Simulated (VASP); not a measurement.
# RbLaSn (P-6m2) in VASP: a series of runs, part 2 of 2

VASP 6.6.1.

### 4 Single point, PBE

This run uses another cell than the first one, of 40.35 Å³/atom, 1.128 times its volume.

INCAR

```
ALGO = Normal
EDIFF = 1E-6
ENCUT = 520
GGA = PE
ISIF = 2
ISMEAR = 0
LASPH = T
LCHARG = F
LREAL = F
LWAVE = F
NBANDS = 24
NELM = 60
PREC = Accurate
SIGMA = 0.01
```

KPOINTS

```
k-points
0
Gamma
  6 6 8
```

POSCAR

```
RbLaSn
1.0
    5.7512641339      0.0000000000      0.0000000000
   -2.8756320670      4.9807408439      0.0000000000
    0.0000000000      0.0000000000      4.2259591296
Rb La Sn
1 1 1
Direct
    0.0000000000      0.0000000000      0.0000000000
    0.3333333333      0.6666666667      0.5000000000
    0.6666666667      0.3333333333      0.5000000000
```

Potentials or basis: VASP PAW PBE potentials, release 64 (Rb_sv, La, Sn_d).

Started as:

```sh
cat potpaw_PBE.64/Rb_sv/POTCAR potpaw_PBE.64/La/POTCAR potpaw_PBE.64/Sn_d/POTCAR > POTCAR
mpirun -np 1 vasp_std > vasp.out
```

OUTCAR:

```text
EDIFF = 1E-6
   ENCUT = 520
   GGA = PE
   ISIF = 2
   ISMEAR = 0
   LASPH = T
   LREAL = F
   NELM = 60
   PREC = Accurate

 ion  position               nearest neighbor table
   1  0.000  0.000  0.000-   2 3.94   3 3.94   2 3.94   3 3.94   3 3.94   3 3.94   2 3.94   2 3.94
                             3 3.94   3 3.94   2 3.94   2 3.94
   2  0.333  0.667  0.500-   3 3.32   3 3.32   3 3.32   1 3.94   1 3.94   1 3.94   1 3.94   1 3.94
                             1 3.94
   3  0.667  0.333  0.500-   2 3.32   2 3.32   2 3.32   1 3.94   1 3.94   1 3.94   1 3.94   1 3.94
                             1 3.94

  LATTYP: Found a hexagonal cell.
 ALAT       =     5.7512641339
 C/A-ratio  =     0.7347878712

  Lattice vectors:

 A1 = (   5.7512641339,   0.0000000000,   0.0000000000)
 A2 = (  -2.8756320670,   4.9807408439,   0.0000000000)
 A3 = (   0.0000000000,   0.0000000000,   4.2259591296)

Analysis of symmetry for initial positions (statically):
=====================================================================
 Subroutine PRICEL returns:
 Original cell was already a primitive cell.

 Routine SETGRP: Setting up the symmetry group for a
 hexagonal supercell.

 Subroutine GETGRP returns: Found 12 space group operations
 (whereof 12 operations were pure point group operations)
 out of a pool of 24 trial point group operations.

The static configuration has the point symmetry D_3h.

Analysis of symmetry for dynamics (positions and initial velocities):
=====================================================================
 Subroutine PRICEL returns:
 Original cell was already a primitive cell.

 Routine SETGRP: Setting up the symmetry group for a
 hexagonal supercell.

 Subroutine GETGRP returns: Found 12 space group operations
 (whereof 12 operations were pure point group operations)
 out of a pool of 24 trial point group operations.

The dynamic configuration has the point symmetry D_3h.

 Subroutine INISYM returns: Found 12 space group operations
 (whereof 12 operations are pure point group operations),
 and found     1 'primitive' translations

----------------------------------------------------------------------------------------

                                     Primitive cell

  volume of cell :     121.0549

  direct lattice vectors                    reciprocal lattice vectors
     5.751264134  0.000000000  0.000000000     0.173874817  0.100386673  0.000000000
    -2.875632067  4.980740844  0.000000000     0.000000000  0.200773345  0.000000000
     0.000000000  0.000000000  4.225959130     0.000000000  0.000000000  0.236632672

  length of vectors
     5.751264134  5.751264134  4.225959130     0.200773345  0.200773345  0.236632672

  position of ions in fractional coordinates (direct lattice)
     0.000000000  0.000000000  0.000000000
     0.333333333  0.666666667  0.500000000
     0.666666667  0.333333333  0.500000000

  ion indices of the primitive-cell ions
   primitive index   ion index
                 1           1
                 2           2
                 3           3

----------------------------------------------------------------------------------------

 KPOINTS: k-points

Automatic generation of k-mesh.
 Grid dimensions read from file:
 generate k-points for:    6    6    8

 Generating k-lattice:

  Cartesian coordinates                     Fractional coordinates (reciprocal lattice)
     0.028979136  0.016731112  0.000000000     0.166666667 -0.000000000  0.000000000
     0.000000000  0.033462224  0.000000000     0.000000000  0.166666667  0.000000000
     0.000000000  0.000000000  0.029579084     0.000000000  0.000000000  0.125000000

  Length of vectors
     0.033462224  0.033462224  0.029579084

  Shift w.r.t. Gamma in fractional coordinates (k-lattice)
     0.000000000  0.000000000  0.000000000

 Subroutine IBZKPT returns following result:
 ===========================================

 Found     35 irreducible k-points:

 Following reciprocal coordinates:
            Coordinates               Weight
  0.000000  0.000000  0.000000      1.000000
  0.166667 -0.000000  0.000000      6.000000
  0.333333  0.000000  0.000000      6.000000
  0.500000  0.000000  0.000000      3.000000
  0.166667  0.166667  0.000000      6.000000
  0.333333  0.166667  0.000000     12.000000
[... 16 lines left out ...]
  0.166667 -0.000000  0.375000     12.000000
  0.333333  0.000000  0.375000     12.000000
 [... further k-points ...]
   k-points           NKPTS =     35   k-points in BZ     NKDIM =     35   number of bands    NBANDS=     24
   number of dos      NEDOS =    301   number of ions     NIONS =      3
   total plane-waves  NPLWV =  73728
   dimension x,y,z NGX =    48 NGY =   48 NGZ =   32
   dimension x,y,z NGXF=    96 NGYF=   96 NGZF=   64
   ions per type =               1   1   1
   NGX,Y,Z   is equivalent  to a cutoff of  13.87, 13.87, 12.59 a.u.
   NGXF,Y,Z  is equivalent  to a cutoff of  27.75, 27.75, 25.18 a.u.
 SYSTEM =  unknown system
   PREC   = accura    normal or accurate (medium, high low for compatibility)
   ISTART =      0    job   : 0-new  1-cont  2-samecut
   ICHARG =      2    charge: 1-file 2-atom 10-const
   ISPIN  =      1    spin polarized calculation?
   LNONCOLLINEAR =      F non collinear calculations
   LSORBIT =      F    spin-orbit coupling
   LASPH  =      T    aspherical Exc in radial PAW
   ENCUT  =  520.0 eV  38.22 Ry    6.18 a.u.  10.69 10.69  7.86*2*pi/ulx,y,z
   NELM   =     60;   NELMIN=  2; NELMDL= -5     # of ELM steps
   EDIFF  = 0.1E-05   stopping-criterion for ELM
   LREAL  =      F    real-space projection
   EDIFFG = 0.1E-04   stopping-criterion for IOM
   NSW    =      0    number of steps for IOM
   IBRION =     -1    ionic relax: 0-MD 1-quasi-New 2-CG
   NFREE  =      0    steps in history (QN), initial steepest desc. (CG)
   ISIF   =      2    stress and relaxation
   ISYM   =      2    0-nonsym 1-usesym 2-fastsym
   POTIM  = 0.5000    time-step for ionic-motion
   TEBEG  =    0.0;   TEEND  =   0.0 temperature during run
   PSTRESS=    0.0 pullay stress
   NELECT =      34.0000    total number of electrons
   NUPDOWN=      -1.0000    fix difference up-down
   EMIN   =  10.00;   EMAX   =-10.00  energy-range for DOS
   EFERMI =   0.00;   METHOD = LEGACY
   ISMEAR =     0;   SIGMA  =   0.01  broadening in eV -4-tet -1-fermi 0-gaus
   EFERMI_NEDOS =   21; number of points for ismear=-14 and -15
   IALGO  =     38    algorithm
   IMIX   =      4    mixing-type and parameters
     AMIX     =   0.40;   BMIX     =  1.00
     AMIX_MAG =   1.60;   BMIX_MAG =  1.00
  volume/ion in A,a.u.               =      40.35       272.31
  Fermi-wavevector in a.u.,A,eV,Ry     =   1.072112  2.025999 15.638874  1.149425
  Thomas-Fermi vector in A             =   2.207873
   LORBIT       =      0    0 simple, 1 ext, 2 COOP (PROOUT), +10 PAW based schemes
   GGA     = PE    functional components
   LHFCALC =     F    Hartree Fock is set to
   AEXX    =    0.0000 exact exchange contribution
   IVDW    =     0    specifies the selected vdW correction
   LEPSILON=     F    determine dielectric tensor
   LRPA    =     F    only Hartree local field effects (RPA)
 non-spin polarized calculation
 Gauss-broadening in eV      SIGMA  =   0.01
  energy-cutoff  :      520.00
  volume of cell :      121.05
 maximum number of plane-waves:      3304
 NGX is ok and might be reduce to    48
   NGX = 21   NGY = 21   NGZ = 15

 number of electron      33.9999996 magnetization

 Free energy of the ion-electron system (eV)
  ---------------------------------------------------
  ext. energy  EPLUGINS =         0.00000000
  ---------------------------------------------------
  free energy    TOTEN  =        -9.75553181 eV

  energy without entropy =       -9.75553181  energy(sigma->0) =       -9.75553181

 E-fermi :   4.3545     XC(G=0):  -8.4887

 val. band max:        4.2507124302   @ k =   0.3333   0.1667   0.5000
 cond. band min:       4.4918797828   @ k =   0.3333   0.1667   0.5000
 fundamental gap:      0.2411673526
 Fermi energy:         4.3544835250

 k-point     1 :       0.0000    0.0000    0.0000
  band No.  band energies     occupation
      1     -29.1553      2.00000
      2     -23.3208      2.00000
      3     -16.2674      2.00000
      4     -16.2154      2.00000
      5     -16.2154      2.00000
      6     -16.1116      2.00000
[... 16 lines left out ...]
     23       5.5667      0.00000
     24       5.6258      0.00000
[... 598 lines left out ...]
      2     -23.3083      2.00000
      3     -16.2588      2.00000
      4     -16.2195      2.00000
      5     -16.2192      2.00000
      6     -16.1074      2.00000
[... 16 lines left out ...]
     23       5.5681      0.00000
     24       5.6092      0.00000

 [... further k-points ...]
[... 5 lines left out ...]
  --------------------------------------------------------------------------------------
  -------------------------------------------------------------------------------------
  Total       -0.0192502     -0.0192502     -0.0090022      0.0000000      0.0000000      0.0000000
  in kB       -0.2547794     -0.2547794     -0.1191454      0.0000000      0.0000000      0.0000000
  external PRESSURE =      -0.2095681 kB  Pullay stress =       0.0000000 kB

 VOLUME and BASIS-vectors are now :
 -----------------------------------------------------------------------------
  energy-cutoff  :      520.00
  volume of cell :      121.05
      direct lattice vectors                 reciprocal lattice vectors
     5.751264134  0.000000000  0.000000000     0.173874817  0.100386673  0.000000000
    -2.875632067  4.980740844  0.000000000     0.000000000  0.200773345  0.000000000
     0.000000000  0.000000000  4.225959130     0.000000000  0.000000000  0.236632672

 POSITION                                       TOTAL-FORCE (eV/Angst)
 -----------------------------------------------------------------------------------
      0.00000      0.00000      0.00000         0.000000      0.000000      0.000000
     -0.00000      3.32049      2.11298         0.000000     -0.000000      0.000000
      2.87563      1.66025      2.11298        -0.000000     -0.000000      0.000000
 -----------------------------------------------------------------------------------
    total drift:                                0.000000     -0.000000      0.000000

  FREE ENERGIE OF THE ION-ELECTRON SYSTEM (eV)
  ---------------------------------------------------
  free  energy   TOTEN  =        -9.7555318139 eV

  energy  without entropy=       -9.7555318139  energy(sigma->0) =       -9.75553181
```

OSZICAR:

```text
N       E                     dE             d eps       ncg     rms          rms(c)
DAV:   1     0.336215445225E+03    0.33622E+03   -0.14939E+04  1680   0.186E+03
DAV:   2     0.360368498609E+02   -0.30018E+03   -0.28436E+03  2176   0.353E+02
DAV:   3    -0.616070470989E+01   -0.42198E+02   -0.41506E+02  2056   0.169E+02
DAV:   4    -0.986240181382E+01   -0.37017E+01   -0.36876E+01  3280   0.402E+01
DAV:   5    -0.100533724362E+02   -0.19097E+00   -0.19075E+00  2584   0.684E+00    0.434E+00
DAV:   6    -0.981765319273E+01    0.23572E+00   -0.66534E-01  2912   0.367E+00    0.276E+00
DAV:   7    -0.974797761660E+01    0.69676E-01   -0.44331E-01  2776   0.375E+00    0.100E+00
DAV:   8    -0.975485439717E+01   -0.68768E-02   -0.52702E-02  2960   0.143E+00    0.318E-01
DAV:   9    -0.975544203786E+01   -0.58764E-03   -0.34366E-03  2992   0.399E-01    0.989E-02
DAV:  10    -0.975552892319E+01   -0.86885E-04   -0.35019E-04  2880   0.132E-01    0.270E-02
DAV:  11    -0.975553089656E+01   -0.19734E-05   -0.77464E-05  3072   0.510E-02    0.113E-02
DAV:  12    -0.975553200235E+01   -0.11058E-05   -0.12953E-05  2648   0.218E-02    0.320E-03
DAV:  13    -0.975553181393E+01    0.18842E-06   -0.81086E-07  1656   0.943E-03
   1 F= -.97555318E+01 E0= -.97555318E+01  d E =-.402228E-50
```

stdout:

```text
POSCAR found type information on POSCAR RbLaSn
 POSCAR found :  3 types and       3 ions
 scaLAPACK will be used
 LDA part: xc-table for (Slater+PW92), standard interpolation
 POSCAR, INCAR and KPOINTS ok, starting setup
 FFT: planning ... GRIDC
 FFT: planning ... GRID_SOFT
 FFT: planning ... GRID
 WAVECAR not read
 entering main loop
```

Run time: 66 s. Hardware: 1 thread of AMD EPYC 9R45 (Zen 5), shared host; peak memory 0.31 GiB.

Results:

- Free energy: -9.7555 eV
- Pressure: 0.0 GPa
- Band gap on the k mesh: 0.24 eV, direct

Caveat: spin-orbit coupling is left out, which moves the levels of the heavy elements.

### 5 Overview

```tsv
cell	k mesh	smearing	gap on the mesh (eV)	pressure (GPa)
a = 5.036, b = 5.036, c = 4.887 Å, angles 90.0, 90.0, 120.0°, 3 atoms	6 × 6 × 4	gaussian 0.1 eV	none	8.6
a = 5.680, b = 5.680, c = 4.519 Å, angles 90.0, 90.0, 120.0°, 3 atoms	6 × 6 × 4	gaussian 0.1 eV	0.11	-0.1
a = 5.751, b = 5.751, c = 4.226 Å, angles 90.0, 90.0, 120.0°, 3 atoms	6 × 6 × 8	gaussian 0.01 eV	0.24	0.0
```

Alike in all rows: task single point; level PBE; potentials or basis VASP PAW PBE potentials, release 64 (Rb_sv, La, Sn_d); no spin polarisation; cutoff (eV) 520.

Caveats: spin-orbit coupling is left out, which moves the levels of the heavy elements.

Total energies depend on the potentials used, so only differences within one code and one set of settings carry meaning.
